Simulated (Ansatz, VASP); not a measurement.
Two plane-wave programs on SiO2

The input INCAR:

```
ALGO = Normal
EDIFF = 1E-7
ENCUT = 520
GGA = CA
ISIF = 2
ISMEAR = 0
LASPH = T
LCHARG = T
LELF = T
LREAL = F
LVHAR = T
LWAVE = F
NBANDS = 25
NELM = 60
PREC = Accurate
SIGMA = 0.05
```

Contents of KPOINTS:

```
k-points
0
Gamma
  6 6 10
```

Contents of POSCAR:

```
SiO2
1.0
    3.6898721863      0.0000000000      0.0000000000
    0.0000000000      3.6898721863      0.0000000000
    0.0000000000      0.0000000000      2.8349288007
Si O
2 4
Direct
    0.5000000000      0.5000000000      0.5000000000
    0.0000000000      0.0000000000      0.0000000000
    0.6944252994      0.6944252994      0.0000000000
    0.1944252994      0.8055747006      0.5000000000
    0.3055747006      0.3055747006      0.0000000000
    0.8055747006      0.1944252994      0.5000000000
```

Input for Ansatz:

```yaml
crystal:
  lattice:
    - [3.6898721863, 0.0, 0.0]
    - [0.0, 3.6898721863, 0.0]
    - [0.0, 0.0, 2.8349288007]
  atoms:
    - { symbol: Si, position: [0.5, 0.5, 0.5] }
    - { symbol: Si, position: [0.0, 0.0, 0.0] }
    - { symbol: O, position: [0.6944252994, 0.6944252994, 0.0] }
    - { symbol: O, position: [0.1944252994, 0.8055747006, 0.5] }
    - { symbol: O, position: [0.3055747006, 0.3055747006, 0.0] }
    - { symbol: O, position: [0.8055747006, 0.1944252994, 0.5] }
basis:
  ecutwfc: 520.0
kpoints:
  mp_grid: { grid: [6, 6, 10] }
hamiltonian:
  xc: lda
  pseudopotentials: { kind: paw, azcp: { folder: soft_1 } }
scf:
  occupations: { method: gaussian, width: 0.05 }
output:
  forces: true
  stress: true
  eigenvalues: true
```

Alike in both runs: task single point; functional LDA; k mesh 6 × 6 × 10; occupations gaussian, width 0.05 eV; no spin polarisation.

|  | VASP | Ansatz |
| --- | --- | --- |
| version | VASP 6.6.1 | Ansatz 0.2.0 |
| potentials or method | VASP PAW LDA potentials, release 64 (Si, O), cutoff 520 eV | scalar-relativistic, plane waves, PAW |
| valence electrons in the cell | 32 | 32 |

VASP gave:

```
gap on the k mesh at the Fermi level (eV) : 5.06
least direct gap on the mesh (eV)         : 5.06
rms of the force components (eV/Å)        : 0.189
```

Question: Estimate Ansatz's values.

Answer: gap on the k mesh at the Fermi level (eV): 5.11; least direct gap on the mesh (eV): 5.11; rms of the force components (eV/Å): 0.212.

Ansatz warns that its potentials were made for another functional, while VASP's fit it. LDA's correlation is that of Perdew and Zunger in VASP and of Perdew and Wang (1992) in Ansatz. Atom by atom the forces differ by 0.023 eV/Å (rms over components).
